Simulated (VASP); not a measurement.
# Ta (Im-3m) in VASP: notebook

Runs on Ta. Level: PBEsol. Tasks: single point, relaxation of cell and atoms.

Everything below comes from runs of VASP 6.6.1. Logs are shortened: lines on timing, memory, paths and dates and some standing lists are left out, and cuts for length are marked.

### Step 1. The cell of the first run

It takes space group Im-3m (No. 229, cubic). The conventional cell has a = 3.224 Å, b = 3.224 Å, c = 3.224 Å, α = 90.00°, β = 90.00°, γ = 90.00°. Within 3.7 Å of Ta (site symmetry m-3m) lie 14 Ta at 2.79 to 3.22 Å.

### Step 2. Single point, PBEsol

Input file INCAR:

```
SYSTEM = Ta
ALGO     = Normal         ! electronic algorithm
EDIFF    = 1E-7           ! SCF threshold, eV
ENCUT    = 520            ! plane-wave cutoff, eV
GGA      = PS             ! functional
ISIF     = 2              ! what is computed and relaxed
ISMEAR   = 0              ! smearing method
LASPH    = .TRUE.         ! aspherical terms in the spheres
LCHARG   = .FALSE.        ! write CHGCAR
LREAL    = .FALSE.        ! projectors in reciprocal space
LWAVE    = .FALSE.        ! write WAVECAR
NBANDS   = 12             ! bands
NELM     = 60             ! most SCF steps
PREC     = Accurate       ! precision mode
SIGMA    = 0.1            ! smearing width, eV
```

Input file KPOINTS:

```
k-points
0
G
  8 8 8
  0 0 0
```

Input file POSCAR:

```
Ta
1.0
   -1.6118058499      1.6118058499      1.6118058499
    1.6118058499     -1.6118058499      1.6118058499
    1.6118058499      1.6118058499     -1.6118058499
Ta
1
Direct
    0.0000000000      0.0000000000      0.0000000000
```

Potentials or basis: VASP PAW PBE potentials, release 64 (Ta_pv).

On the command line:

```console
$ cat potpaw_PBE.64/Ta_pv/POTCAR > POTCAR
$ mpirun -np 1 vasp_std > vasp.out
```

OUTCAR:

```text
SYSTEM = Ta
   EDIFF = 1E-7
   ENCUT = 520
   GGA = PS
   ISIF = 2
   ISMEAR = 0
   LASPH = .TRUE.
   LREAL = .FALSE.
   NELM = 60
   PREC = Accurate

 ion  position               nearest neighbor table
   1  0.000  0.000  0.000-

  LATTYP: Found a body centered cubic cell.
 ALAT       =     3.2236116998

  Lattice vectors:

 A1 = (  -1.6118058499,   1.6118058499,   1.6118058499)
 A2 = (   1.6118058499,  -1.6118058499,   1.6118058499)
 A3 = (   1.6118058499,   1.6118058499,  -1.6118058499)

Analysis of symmetry for initial positions (statically):
=====================================================================
 Subroutine PRICEL returns:
 Original cell was already a primitive cell.

 Routine SETGRP: Setting up the symmetry group for a
 body centered cubic supercell.

 Subroutine GETGRP returns: Found 48 space group operations
 (whereof 48 operations were pure point group operations)
 out of a pool of 48 trial point group operations.

The static configuration has the point symmetry O_h .

Analysis of symmetry for dynamics (positions and initial velocities):
=====================================================================
 Subroutine PRICEL returns:
 Original cell was already a primitive cell.

 Routine SETGRP: Setting up the symmetry group for a
 body centered cubic supercell.

 Subroutine GETGRP returns: Found 48 space group operations
 (whereof 48 operations were pure point group operations)
 out of a pool of 48 trial point group operations.

The dynamic configuration has the point symmetry O_h .

 Subroutine INISYM returns: Found 48 space group operations
 (whereof 48 operations are pure point group operations),
 and found     1 'primitive' translations

----------------------------------------------------------------------------------------

                                     Primitive cell

  volume of cell :      16.7494

  direct lattice vectors                    reciprocal lattice vectors
    -1.611805850  1.611805850  1.611805850     0.000000000  0.310211059  0.310211059
     1.611805850 -1.611805850  1.611805850     0.310211059  0.000000000  0.310211059
     1.611805850  1.611805850 -1.611805850     0.310211059  0.310211059  0.000000000

  length of vectors
     2.791729624  2.791729624  2.791729624     0.438704687  0.438704687  0.438704687

  position of ions in fractional coordinates (direct lattice)
     0.000000000  0.000000000  0.000000000

  ion indices of the primitive-cell ions
   primitive index   ion index
                 1           1

----------------------------------------------------------------------------------------

 KPOINTS: k-points

Automatic generation of k-mesh.
 Grid dimensions read from file:
 generate k-points for:    8    8    8

 Generating k-lattice:

  Cartesian coordinates                     Fractional coordinates (reciprocal lattice)
     0.000000000  0.038776382  0.038776382     0.125000000  0.000000000  0.000000000
     0.038776382  0.000000000  0.038776382     0.000000000  0.125000000  0.000000000
     0.038776382  0.038776382  0.000000000     0.000000000  0.000000000  0.125000000

  Length of vectors
     0.054838086  0.054838086  0.054838086

  Shift w.r.t. Gamma in fractional coordinates (k-lattice)
     0.000000000  0.000000000  0.000000000

 Subroutine IBZKPT returns following result:
 ===========================================

 Found     29 irreducible k-points:

 Following reciprocal coordinates:
            Coordinates               Weight
  0.000000  0.000000  0.000000      1.000000
  0.125000  0.000000  0.000000     12.000000
  0.250000  0.000000  0.000000     12.000000
  0.375000  0.000000  0.000000     12.000000
  0.500000  0.000000  0.000000      6.000000
  0.125000  0.125000  0.000000     24.000000
[... 16 lines left out ...]
 -0.250000  0.250000  0.250000      6.000000
 -0.375000  0.375000  0.250000     24.000000
 [... further k-points ...]
   k-points           NKPTS =     29   k-points in BZ     NKDIM =     29   number of bands    NBANDS=     12
   number of dos      NEDOS =    301   number of ions     NIONS =      1
   total plane-waves  NPLWV =  13824
   dimension x,y,z NGX =    24 NGY =   24 NGZ =   24
   dimension x,y,z NGXF=    48 NGYF=   48 NGZF=   48
   ions per type =               1
   NGX,Y,Z   is equivalent  to a cutoff of  14.29, 14.29, 14.29 a.u.
   NGXF,Y,Z  is equivalent  to a cutoff of  28.58, 28.58, 28.58 a.u.
 SYSTEM =  Ta
   PREC   = accura    normal or accurate (medium, high low for compatibility)
   ISTART =      0    job   : 0-new  1-cont  2-samecut
   ICHARG =      2    charge: 1-file 2-atom 10-const
   ISPIN  =      1    spin polarized calculation?
   LNONCOLLINEAR =      F non collinear calculations
   LSORBIT =      F    spin-orbit coupling
   LASPH  =      T    aspherical Exc in radial PAW
   ENCUT  =  520.0 eV  38.22 Ry    6.18 a.u.   5.19  5.19  5.19*2*pi/ulx,y,z
   NELM   =     60;   NELMIN=  2; NELMDL= -5     # of ELM steps
   EDIFF  = 0.1E-06   stopping-criterion for ELM
   LREAL  =      F    real-space projection
   EDIFFG = 0.1E-05   stopping-criterion for IOM
   NSW    =      0    number of steps for IOM
   IBRION =     -1    ionic relax: 0-MD 1-quasi-New 2-CG
   NFREE  =      0    steps in history (QN), initial steepest desc. (CG)
   ISIF   =      2    stress and relaxation
   ISYM   =      2    0-nonsym 1-usesym 2-fastsym
   POTIM  = 0.5000    time-step for ionic-motion
   TEBEG  =    0.0;   TEEND  =   0.0 temperature during run
   PSTRESS=    0.0 pullay stress
   NELECT =      11.0000    total number of electrons
   NUPDOWN=      -1.0000    fix difference up-down
   EMIN   =  10.00;   EMAX   =-10.00  energy-range for DOS
   EFERMI =   0.00;   METHOD = LEGACY
   ISMEAR =     0;   SIGMA  =   0.10  broadening in eV -4-tet -1-fermi 0-gaus
   EFERMI_NEDOS =   21; number of points for ismear=-14 and -15
   IALGO  =     38    algorithm
   IMIX   =      4    mixing-type and parameters
     AMIX     =   0.40;   BMIX     =  1.00
     AMIX_MAG =   1.60;   BMIX_MAG =  1.00
  volume/ion in A,a.u.               =      16.75       113.03
  Fermi-wavevector in a.u.,A,eV,Ry     =   1.423005  2.689089 27.551014  2.024942
  Thomas-Fermi vector in A             =   2.543648
   LORBIT       =      0    0 simple, 1 ext, 2 COOP (PROOUT), +10 PAW based schemes
   GGA     = PS    functional components
   LHFCALC =     F    Hartree Fock is set to
   AEXX    =    0.0000 exact exchange contribution
   IVDW    =     0    specifies the selected vdW correction
   LEPSILON=     F    determine dielectric tensor
   LRPA    =     F    only Hartree local field effects (RPA)
 non-spin polarized calculation
 Gauss-broadening in eV      SIGMA  =   0.10
  energy-cutoff  :      520.00
  volume of cell :       16.75
 maximum number of plane-waves:       466
 NGX is ok and might be reduce to    24
   NGX = 11   NGY = 11   NGZ = 11

 number of electron      10.9999998 magnetization

 Free energy of the ion-electron system (eV)
  ---------------------------------------------------
  ext. energy  EPLUGINS =         0.00000000
  ---------------------------------------------------
  free energy    TOTEN  =       -12.55739271 eV

  energy without entropy =      -12.55409263  energy(sigma->0) =      -12.55574267

 E-fermi :   5.8550     XC(G=0): -13.1036

 val. band max:        5.7841183349   @ k =   0.2500   0.0000   0.0000
 cond. band min:       5.8926733163   @ k =  -0.2500   0.2500   0.1250
 fundamental gap:      0.1085549813
 Fermi energy:         5.8549875269

 k-point     1 :       0.0000    0.0000    0.0000
  band No.  band energies     occupation
      1     -26.8047      2.00000
      2     -26.8047      2.00000
      3     -26.8047      2.00000
      4      -2.2821      2.00000
      5       6.6370      0.00000
      6       6.6370      0.00000
      7       6.6370      0.00000
      8      10.1728      0.00000
      9      10.1728      0.00000
     10      21.3059      0.00000
     11      21.3059      0.00000
     12      21.3059      0.00000

 k-point     2 :       0.1250    0.0000    0.0000
  band No.  band energies     occupation
      1     -27.0442      2.00000
      2     -26.8771      2.00000
      3     -26.8064      2.00000
      4      -1.5415      2.00000
      5       6.1695      0.00001
      6       6.4396      0.00000
      7       7.3852      0.00000
      8       9.5733      0.00000
      9      10.1836      0.00000
     10      20.8420      0.00000
     11      21.9174      0.00000
     12      22.5945      0.00000

 k-point     3 :       0.2500    0.0000    0.0000
  band No.  band energies     occupation
      1     -27.5904      2.00000
      2     -27.0482      2.00000
      3     -26.8109      2.00000
      4       0.1637      2.00000
      5       5.2178      2.00000
      6       5.7841      1.68377
      7       9.5053      0.00000
      8       9.5508      0.00000
      9      10.3762      0.00000
     10      20.8360      0.00000
     11      21.7126      0.00000
     12      23.8147      0.00000
[... 286 lines left out ...]
 k-point    23 :      -0.2500    0.2500    0.2500
  band No.  band energies     occupation
      1     -27.6221      2.00000
      2     -27.3127      2.00000
      3     -27.3127      2.00000
      4       2.1894      2.00000
      5       4.7297      2.00000
      6       7.2421      0.00000
      7       7.2421      0.00000
      8       9.3283      0.00000
      9      11.4001      0.00000
     10      20.8132      0.00000
     11      21.3358      0.00000
     12      26.7667      0.00000

 k-point    24 :      -0.3750    0.3750    0.2500
  band No.  band energies     occupation
      1     -27.9205      2.00000
      2     -27.4923      2.00000
      3     -27.3603      2.00000
      4       2.9312      2.00000
      5       3.6852      2.00000
      6       7.2474      0.00000
      7       8.0015      0.00000
      8      11.8026      0.00000
      9      11.9951      0.00000
     10      20.7632      0.00000
     11      21.1276      0.00000
     12      23.5145      0.00000

 [... further k-points ...]

------------------------ aborting loop because EDIFF is reached ----------------------------------------

  FORCE on cell =-STRESS in cart. coord.  units (eV):
  Direction    XX          YY          ZZ          XY          YZ          ZX
  --------------------------------------------------------------------------------------
  -------------------------------------------------------------------------------------
  Total        1.1634384      1.1634384      1.1634384      0.0000000      0.0000000     -0.0000000
  in kB      111.2899162    111.2899162    111.2899162      0.0000000      0.0000000     -0.0000000
  external PRESSURE =     111.2899162 kB  Pullay stress =       0.0000000 kB

 VOLUME and BASIS-vectors are now :
 -----------------------------------------------------------------------------
  energy-cutoff  :      520.00
  volume of cell :       16.75
      direct lattice vectors                 reciprocal lattice vectors
    -1.611805850  1.611805850  1.611805850     0.000000000  0.310211059  0.310211059
     1.611805850 -1.611805850  1.611805850     0.310211059  0.000000000  0.310211059
     1.611805850  1.611805850 -1.611805850     0.310211059  0.310211059  0.000000000

 POSITION                                       TOTAL-FORCE (eV/Angst)
 -----------------------------------------------------------------------------------
      0.00000      0.00000      0.00000         0.000000      0.000000      0.000000
 -----------------------------------------------------------------------------------
    total drift:                               -0.000000      0.000000     -0.000000

  FREE ENERGIE OF THE ION-ELECTRON SYSTEM (eV)
  ---------------------------------------------------
  free  energy   TOTEN  =       -12.5573927109 eV

  energy  without entropy=      -12.5540926331  energy(sigma->0) =      -12.55574267
```

Run time: 7.6 s. Hardware: 1 thread of Intel Xeon 8259CL, shared host; peak memory 0.14 GiB.

Results:

```
Free energy : -12.5574 eV
Pressure    : 11.1 GPa
```

Caveat: the PAW data sets were made with another functional, which shifts forces and pressure a little; spin-orbit coupling is left out, which moves the levels of the heavy elements.

### Step 3. Relaxation of cell and atoms, PBEsol, target pressure 10.6 GPa, at which the enthalpy is minimised

Input file INCAR:

```
  ALGO = Normal
  EDIFF = 1E-7
  EDIFFG = -0.05
  ENCUT = 600
  GGA = PS
  IBRION = 2
  ISIF = 3
  ISMEAR = 0
  LASPH = True
  LCHARG = False
  LREAL = False
  LWAVE = False
  NELM = 80
  NSW = 80
  PREC = Accurate
  PSTRESS = 106.0
  SIGMA = 0.1
```

Input file KPOINTS:

```
k-points
0
Gamma
  8 8 8
```

POSCAR is that of step 2.

Potentials or basis: VASP PAW PBE potentials, release 64 (Ta_pv).

On the command line:

```console
$ cat potpaw_PBE.64/Ta_pv/POTCAR > POTCAR
$ mpirun -np 1 vasp_std > vasp.out
```

OUTCAR:

```text
EDIFF = 1E-7
   EDIFFG = -0.05
   ENCUT = 600
   GGA = PS
   IBRION = 2
   ISIF = 3
   ISMEAR = 0
   LASPH = True
   LREAL = False
   NELM = 80
   NSW = 80
   PREC = Accurate
   PSTRESS = 106.0

 ion  position               nearest neighbor table
   1  0.000  0.000  0.000-

  LATTYP: Found a body centered cubic cell.
 ALAT       =     3.2236116998

  Lattice vectors:

 A1 = (  -1.6118058499,   1.6118058499,   1.6118058499)
 A2 = (   1.6118058499,  -1.6118058499,   1.6118058499)
 A3 = (   1.6118058499,   1.6118058499,  -1.6118058499)

Analysis of symmetry for initial positions (statically):
=====================================================================
 Subroutine PRICEL returns:
 Original cell was already a primitive cell.
[... 256 lines left out ...]
 val. band max:        5.7681081204   @ k =   0.2500   0.0000   0.0000
 cond. band min:       5.8778137649   @ k =  -0.2500   0.2500   0.1250
 fundamental gap:      0.1097056445
 Fermi energy:         5.8398843798

 k-point     1 :       0.0000    0.0000    0.0000
  band No.  band energies     occupation
      1     -26.8295      2.00000
      2     -26.8295      2.00000
      3     -26.8295      2.00000
      4      -2.2919      2.00000
      5       6.6202      0.00000
      6       6.6202      0.00000
      7       6.6202      0.00000
      8      10.1483      0.00000
      9      10.1483      0.00000
[... 265 lines left out ...]
 k-point    24 :      -0.3750    0.3750    0.2500
  band No.  band energies     occupation
      1     -27.9381      2.00000
      2     -27.5129      2.00000
      3     -27.3816      2.00000
      4       2.9187      2.00000
      5       3.6749      2.00000
      6       7.2286      0.00000
      7       7.9806      0.00000
      8      11.7727      0.00000
      9      11.9615      0.00000

 [... further k-points ...]

------------------------ aborting loop because EDIFF is reached ----------------------------------------

  FORCE on cell =-STRESS in cart. coord.  units (eV):
  Direction    XX          YY          ZZ          XY          YZ          ZX
  --------------------------------------------------------------------------------------
  -------------------------------------------------------------------------------------
  Total        1.1108005      1.1108005      1.1108005      0.0000000      0.0000000      0.0000000
  in kB      106.0376149    106.0376149    106.0376149      0.0000000      0.0000000      0.0000000
  external PRESSURE =       0.0376149 kB  Pullay stress =     106.0000000 kB
[... 20 lines left out ...]
  energy  without entropy=      -12.5566972265  energy(sigma->0) =      -12.55834367

  enthalpy is  TOTEN    =       -11.4495835965 eV   P V=        1.1104065090

 reached required accuracy - stopping structural energy minimisation
```

Wall time 14 s (1 thread of Intel Xeon 8259CL, shared host); peak memory 0.14 GiB.

Results:

```yaml
Free_energy: -12.5600 eV
Relaxed_volume: 16.78 Å³/atom
Relaxed_cell: a = 2.794 Å, b = 2.794 Å, c = 2.794 Å, α = 109.47°, β = 109.47°, γ = 109.47°
Space_group_after_relaxing_to_0.05_Å: Im-3m (No. 229)
Energy_change_on_relaxing_the_enthalpy_is_what_falls: -2.3 meV/atom
Ionic_steps: 3
Pressure_after_relaxing: 10.6 GPa
```

The path:
```
step  energy change (eV)  largest force (eV/Å)  pressure (GPa)  volume (Å³)
   1              0.0000                0.0000           11.15        16.75
   2             -0.0088                0.0000            8.96        16.89
   3             -0.0023                0.0000           10.60        16.78
```

Final structure:
```
CELL_PARAMETERS angstrom
-1.61291 1.61291 1.61291
1.61291 -1.61291 1.61291
1.61291 1.61291 -1.61291
ATOMIC_POSITIONS crystal
Ta 0.00000 0.00000 0.00000
```

Levels at points of the mesh, in eV from the Fermi level:
| k point | band 3 | band 4 | band 5 | band 6 | band 7 | band 8 |
| --- | --- | --- | --- | --- | --- | --- |
| (0.00, 0.00, 0.00) | -32.67 | -8.13 | 0.78 | 0.78 | 0.78 | 4.31 |
| (0.50, 0.00, 0.00) | -32.68 | -4.65 | -1.71 | 2.03 | 4.24 | 5.36 |
| (0.50, 0.50, 0.50) | -33.69 | -4.19 | -4.19 | 7.51 | 7.51 | 7.51 |

Caveat: the cell is relaxed towards a set pressure, so the enthalpy falls and the energy may rise; the PAW data sets were made with another functional, which shifts forces and pressure a little; spin-orbit coupling is left out, which moves the levels of the heavy elements.
